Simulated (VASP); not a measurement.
Wanted: the native input for a VASP 6.6.1 run.

| Property | Result |
| --- | --- |
| Task | single point |
| Functional | PBE |
| Dispersion | D3(BJ) |
| Potentials or basis | VASP PAW PBE potentials, release 64 (Mo_sv, Se) |
| Cutoff | 520 eV |
| k mesh | 3 × 3 × 2, shifted |
| Occupations | gaussian, width 0.01 eV |
| Spin | no spin polarisation |
| Dipole correction | no |
| Further INCAR settings | LREAL = Auto; ALGO = Normal; EDIFF = 1e-06; NBANDS = 122 |

The structure of MoSe2 lies in POSCAR:

```
MoSe2
1.0
    3.2766325970     -5.6752941356      0.0000000000
   -6.5532651938     -0.0000000001      0.0000000000
    0.0000000000      0.0000000000    -12.7397032930
Mo Se
8 16
Direct
    0.3333333333      0.1666666667      0.7499750122
    0.8333333333      0.1666666667      0.7499750122
    0.3333333333      0.6666666667      0.7499750122
    0.8333333333      0.6666666667      0.7499750122
    0.1666666667      0.3333333333      0.2500249878
    0.6666666667      0.3333333333      0.2500249878
    0.1666666667      0.8333333333      0.2500249878
    0.6666666667      0.8333333333      0.2500249878
    0.1666666667      0.3333333333      0.6185726289
    0.6666666667      0.3333333333      0.6185726289
    0.1666666667      0.8333333333      0.6185726289
    0.6666666667      0.8333333333      0.6185726289
    0.3333333333      0.1666666667      0.1186245230
    0.8333333333      0.1666666667      0.1186245230
    0.3333333333      0.6666666667      0.1186245230
    0.8333333333      0.6666666667      0.1186245230
    0.1666666667      0.3333333333      0.8813754770
    0.6666666667      0.3333333333      0.8813754770
    0.1666666667      0.8333333333      0.8813754770
    0.6666666667      0.8333333333      0.8813754770
    0.3333333333      0.1666666667      0.3814273711
    0.8333333333      0.1666666667      0.3814273711
    0.3333333333      0.6666666667      0.3814273711
    0.8333333333      0.6666666667      0.3814273711
```

These files were run (other wordings do the same):

INCAR

```
PREC = Accurate
ENCUT = 520
EDIFF = 1E-6
ISMEAR = 0
SIGMA = 0.01
LREAL = Auto
LASPH = T
NELM = 100
ALGO = Normal
ISIF = 2
LWAVE = F
LCHARG = F
GGA = PE
IVDW = 12
NBANDS = 122
```

KPOINTS

```
Automatic mesh
0
Gamma
  3 3 2
  0 0 0.5
```

Potentials or basis: VASP PAW PBE potentials, release 64 (Mo_sv, Se).

The run is started by

```console
$ cat potpaw_PBE.64/Mo_sv/POTCAR potpaw_PBE.64/Se/POTCAR > POTCAR
$ mpirun -np 1 vasp_std > vasp.out
```

It gave:

```yaml
Pressure: 0.2 GPa
Largest_force: 0.051 eV/Å
Band_gap_on_the_k_mesh: 0.92 eV
Dispersion_energy_per_atom: -0.479 eV
```

It took 15 min on 1 thread of AMD EPYC 7R13, on a shared host, peak memory 0.55 GiB.
